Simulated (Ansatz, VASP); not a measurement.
**MgS: VASP beside Ansatz**

INCAR

```
PREC = Accurate
ENCUT = 520
EDIFF = 1E-7
ISMEAR = -1
SIGMA = 0.02
LREAL = F
LASPH = T
NELM = 60
ALGO = Normal
ISIF = 2
LWAVE = F
LCHARG = F
GGA = PE
NBANDS = 11
```

The input KPOINTS:

```
Automatic mesh
0
Gamma
  8 8 8
```

POSCAR

```
MgS
1.0
    3.2628174056      0.0000000000      0.0000000000
    0.0000000000      3.2628174056      0.0000000000
    0.0000000000      0.0000000000      3.2628174056
Mg S
1 1
Direct
    0.0000000000      0.0000000000      0.0000000000
    0.5000000000      0.5000000000      0.5000000000
```

Input for Ansatz:

```yaml
crystal:
  lattice:
    - [3.2628174056, 0.0, 0.0]
    - [0.0, 3.2628174056, 0.0]
    - [0.0, 0.0, 3.2628174056]
  atoms:
    - { symbol: Mg, position: [0.0, 0.0, 0.0] }
    - { symbol: S, position: [0.5, 0.5, 0.5] }
kpoints:
  mp_grid: { grid: [8, 8, 8] }
  band_path:
    path:
      - [0.0, 0.0, 0.0]
      - [0.0, 0.5, 0.0]
      - [0.5, 0.5, 0.0]
      - [0.5, 0.5, 0.5]
      - [0.4, 0.5, 0.0]
      - [0.5, 0.5, 0.1]
    npoints: 1
hamiltonian:
  xc: pbe
scf:
  occupations: { method: fermi_dirac, width: 0.02 }
  n_extra_bands: 4
output:
  forces: true
  stress: true
  eigenvalues: true
```

Alike in both runs: task single point; functional PBE; k mesh 8 × 8 × 8; occupations fermi-dirac, width 0.02 eV; no spin polarisation.

|  | VASP | Ansatz |
| --- | --- | --- |
| version | VASP 6.6.1 | Ansatz 0.2.0 |
| potentials or method | VASP PAW PBE potentials, release 64 (Mg, S) | plane waves, PAW |
| plane-wave cutoff (eV) | 520 | 420 |
| valence electrons in the cell | 8 | 16 |

Ansatz gave:

* pressure (GPa): 0.8

Estimate VASP's values.

pressure (GPa): 0.5.

The functional is the same, so the differences come from potentials, cutoffs and numerics. VASP's potentials hold 8 valence electrons a cell and Ansatz's 16, so a difference there can come from the potentials and not from the codes.
